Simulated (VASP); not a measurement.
# AlN (Amm2) in VASP: notebook, part 2 of 2

VASP 6.6.1.

### 5 Single point, PBE (atom 1 (Al) moved by (+0.300, +0.000) A along y and z)

The input, INCAR:

```
PREC     = Accurate       # precision mode
ENCUT    = 520            # plane-wave cutoff, eV
EDIFF    = 1E-7           # SCF threshold, eV
ISMEAR   = 0              # smearing method
SIGMA    = 0.05           # smearing width, eV
LREAL    = F              # projectors in reciprocal space
LASPH    = T              # aspherical terms in the spheres
NELM     = 60             # most SCF steps
ALGO     = Normal         # electronic algorithm
ISIF     = 2              # what is computed and relaxed
LWAVE    = F              # write WAVECAR
LCHARG   = T              # write CHGCAR
GGA      = PE             # functional
LELF     = T              # ELF
LVHAR    = T            
NBANDS   = 16             # bands
```

The input, KPOINTS:

```
Automatic mesh
0
Gamma
  9 9 6
```

The input, POSCAR:

```
AlN
1.0
    3.3121157418      0.0000000000      0.0000000000
   -1.6560578709      2.8683763727      0.0000000000
    0.0000000000      0.0000000000      4.1875630000
Al N
2 2
Direct
    0.3856277259      0.7712554518      0.7500000000
    0.6666666667      0.3333333333      0.2500000000
    0.3333333333      0.6666666667      0.2500000000
    0.6666666667      0.3333333333      0.7500000000
```

Potentials or basis: VASP PAW PBE potentials, release 64 (Al, N).

The run is started by

```sh
$ cat potpaw_PBE.64/Al/POTCAR potpaw_PBE.64/N/POTCAR > POTCAR
$ mpirun -np 1 vasp_std > vasp.out
```

OUTCAR:

```text
PREC = Accurate
   ENCUT = 520
   EDIFF = 1E-7
   ISMEAR = 0
   LREAL = F
   LASPH = T
   NELM = 60
   ISIF = 2
   GGA = PE

 ion  position               nearest neighbor table
   1  0.386  0.771  0.750-   4 1.61   4 2.08   4 2.08   3 2.12   3 2.12   2 2.64   2 2.64   2 2.95
                             2 2.95   2 2.95   2 2.95
   2  0.667  0.333  0.250-   3 1.91   3 1.91   3 1.91   4 2.09   4 2.09   1 2.64   1 2.64   1 2.95
                             1 2.95   1 2.95   1 2.95
   3  0.333  0.667  0.250-   2 1.91   2 1.91   2 1.91   1 2.12   1 2.12
   4  0.667  0.333  0.750-   1 1.61   1 2.08   1 2.08   2 2.09   2 2.09

  LATTYP: Found a hexagonal cell.
 ALAT       =     3.3121157418
 C/A-ratio  =     1.2643166261

  Lattice vectors:

 A1 = (   3.3121157418,   0.0000000000,   0.0000000000)
 A2 = (  -1.6560578709,   2.8683763727,   0.0000000000)
 A3 = (   0.0000000000,   0.0000000000,   4.1875630000)

Analysis of symmetry for initial positions (statically):
=====================================================================
 Subroutine PRICEL returns:
 Original cell was already a primitive cell.

 Routine SETGRP: Setting up the symmetry group for a
 hexagonal supercell.

 Subroutine GETGRP returns: Found  4 space group operations
 (whereof  2 operations were pure point group operations)
 out of a pool of 24 trial point group operations.

The static configuration has the point symmetry C_1h.
 The point group associated with its full space group is C_2v.

Analysis of symmetry for dynamics (positions and initial velocities):
=====================================================================
 Subroutine PRICEL returns:
 Original cell was already a primitive cell.

 Routine SETGRP: Setting up the symmetry group for a
 hexagonal supercell.

 Subroutine GETGRP returns: Found  4 space group operations
 (whereof  2 operations were pure point group operations)
 out of a pool of 24 trial point group operations.
[... 121 lines left out ...]
   ISMEAR =     0;   SIGMA  =   0.05  broadening in eV -4-tet -1-fermi 0-gaus
   EFERMI_NEDOS =   21; number of points for ismear=-14 and -15
   IALGO  =     38    algorithm
   IMIX   =      4    mixing-type and parameters
     AMIX     =   0.40;   BMIX     =  1.00
     AMIX_MAG =   1.60;   BMIX_MAG =  1.00
  volume/ion in A,a.u.               =       9.95        67.12
  Fermi-wavevector in a.u.,A,eV,Ry     =   1.208409  2.283561 19.867927  1.460251
  Thomas-Fermi vector in A             =   2.344017
   LORBIT       =      0    0 simple, 1 ext, 2 COOP (PROOUT), +10 PAW based schemes
   GGA     = PE    functional components
   LHFCALC =     F    Hartree Fock is set to
   AEXX    =    0.0000 exact exchange contribution
   IVDW    =     0    specifies the selected vdW correction
   LEPSILON=     F    determine dielectric tensor
   LRPA    =     F    only Hartree local field effects (RPA)
 non-spin polarized calculation
 Gauss-broadening in eV      SIGMA  =   0.05
  energy-cutoff  :      520.00
  volume of cell :       39.78
 maximum number of plane-waves:      1090
 NGX is ok and might be reduce to    28
   NGX = 13   NGY = 13   NGZ = 15

 number of electron      15.9999999 magnetization

 Free energy of the ion-electron system (eV)
  ---------------------------------------------------
  ext. energy  EPLUGINS =         0.00000000
  ---------------------------------------------------
  free energy    TOTEN  =       -28.23204123 eV

  energy without entropy =      -28.23204123  energy(sigma->0) =      -28.23204123

 E-fermi :   8.1023     XC(G=0): -11.1500

 val. band max:        7.8450192190   @ k =   0.0000   0.0000   0.0000
 cond. band min:      11.0483782056   @ k =   0.0000   0.0000   0.0000
 fundamental gap:      3.2033589866
 Fermi energy:         8.1023286022

 k-point     1 :       0.0000    0.0000    0.0000
  band No.  band energies     occupation
      1      -8.8781      2.00000
      2      -5.3115      2.00000
      3       1.0515      2.00000
      4       4.3794      2.00000
      5       4.9592      2.00000
      6       6.0640      2.00000
[... 433 lines left out ...]
      3       1.3617      2.00000
      4       3.1082      2.00000
      5       3.2918      2.00000
      6       3.9599      2.00000
[... 8 lines left out ...]
     15      20.4544      0.00000
     16      20.5473      0.00000

 [... further k-points ...]
[... 5 lines left out ...]
  --------------------------------------------------------------------------------------
  -------------------------------------------------------------------------------------
  Total       -1.9089899      9.1265337      0.1253810      0.0000000      0.0000000      0.0000000
  in kB      -76.8796172    367.5474799      5.0493943      0.0000000      0.0000000      0.0000000
  external PRESSURE =      98.5724190 kB  Pullay stress =       0.0000000 kB

 VOLUME and BASIS-vectors are now :
 -----------------------------------------------------------------------------
  energy-cutoff  :      520.00
  volume of cell :       39.78
      direct lattice vectors                 reciprocal lattice vectors
     3.312115742  0.000000000  0.000000000     0.301921816  0.174314642  0.000000000
    -1.656057871  2.868376373  0.000000000     0.000000000  0.348629284  0.000000000
     0.000000000  0.000000000  4.187563000     0.000000000  0.000000000  0.238802377

 POSITION                                       TOTAL-FORCE (eV/Angst)
 -----------------------------------------------------------------------------------
      0.00000      2.21225      3.14067         0.000000     -8.867323      0.000000
      1.65606      0.95613      1.04689        -0.000000      0.630233      0.000000
     -0.00000      1.91225      1.04689        -0.000000      0.636266      0.000000
      1.65606      0.95613      3.14067        -0.000000      7.600824      0.000000
 -----------------------------------------------------------------------------------
    total drift:                               -0.000001     -0.000131     -0.000000

  FREE ENERGIE OF THE ION-ELECTRON SYSTEM (eV)
  ---------------------------------------------------
  free  energy   TOTEN  =       -28.2320412274 eV

  energy  without entropy=      -28.2320412274  energy(sigma->0) =      -28.23204123
```

OSZICAR:

```text
N       E                     dE             d eps       ncg     rms          rms(c)
DAV:   1     0.427982961699E+02    0.42798E+02   -0.74032E+03  3208   0.903E+02
DAV:   2    -0.297846488996E+02   -0.72583E+02   -0.66092E+02  4656   0.189E+02
DAV:   3    -0.331284785932E+02   -0.33438E+01   -0.33321E+01  3832   0.419E+01
DAV:   4    -0.331485737170E+02   -0.20095E-01   -0.20094E-01  3960   0.366E+00
DAV:   5    -0.331488434939E+02   -0.26978E-03   -0.26978E-03  3824   0.426E-01    0.123E+01
DAV:   6    -0.282707294977E+02    0.48781E+01   -0.96817E+00  4104   0.237E+01    0.412E+00
DAV:   7    -0.282577270126E+02    0.13002E-01   -0.77106E-01  3552   0.634E+00    0.293E+00
DAV:   8    -0.282371632840E+02    0.20564E-01   -0.80530E-02  3640   0.249E+00    0.577E-01
DAV:   9    -0.282315539953E+02    0.56093E-02   -0.15844E-02  4272   0.100E+00    0.248E-01
DAV:  10    -0.282319538944E+02   -0.39990E-03   -0.17034E-03  3448   0.295E-01    0.853E-02
DAV:  11    -0.282320353412E+02   -0.81447E-04   -0.18193E-04  3568   0.116E-01    0.212E-02
DAV:  12    -0.282320403496E+02   -0.50084E-05   -0.13443E-05  4184   0.313E-02    0.633E-03
DAV:  13    -0.282320412148E+02   -0.86517E-06   -0.20239E-06  3472   0.117E-02    0.252E-03
DAV:  14    -0.282320412274E+02   -0.12661E-07   -0.83758E-08  2936   0.252E-03
   1 F= -.28232041E+02 E0= -.28232041E+02  d E =-.182907E-15
```

stdout:

```text
POSCAR found type information on POSCAR AlN
 POSCAR found :  2 types and       4 ions
 scaLAPACK will be used
 LDA part: xc-table for (Slater+PW92), standard interpolation
 POSCAR, INCAR and KPOINTS ok, starting setup
 FFT: planning ... GRIDC
 FFT: planning ... GRID_SOFT
 FFT: planning ... GRID
 WAVECAR not read
 entering main loop
```

It took 28 s on 1 thread of Intel Xeon 6975P-C (Granite Rapids), shared host; peak memory 0.19 GiB.

What came out:

```
Free energy            : -28.2320 eV
Pressure               : 9.9 GPa
Largest force          : 8.867 eV/Å
Band gap on the k mesh : 3.20 eV, direct
```

Forces on the atoms (eV/Å):
```
Al   0.000 -8.867  0.000
Al   0.000  0.630  0.000
N    0.000  0.636  0.000
N    0.000  7.601  0.000
```

Stress tensor (GPa, compression positive):
```
-7.69  0.00  0.00
 0.00 36.75  0.00
 0.00  0.00  0.50
```

Caveat: the cell differs from its parent crystal (atom 1 (Al) moved by (+0.300, +0.000) A along y and z); forces of over 1 eV/Å act on the atoms, so gaps and moduli don't describe the material at rest.
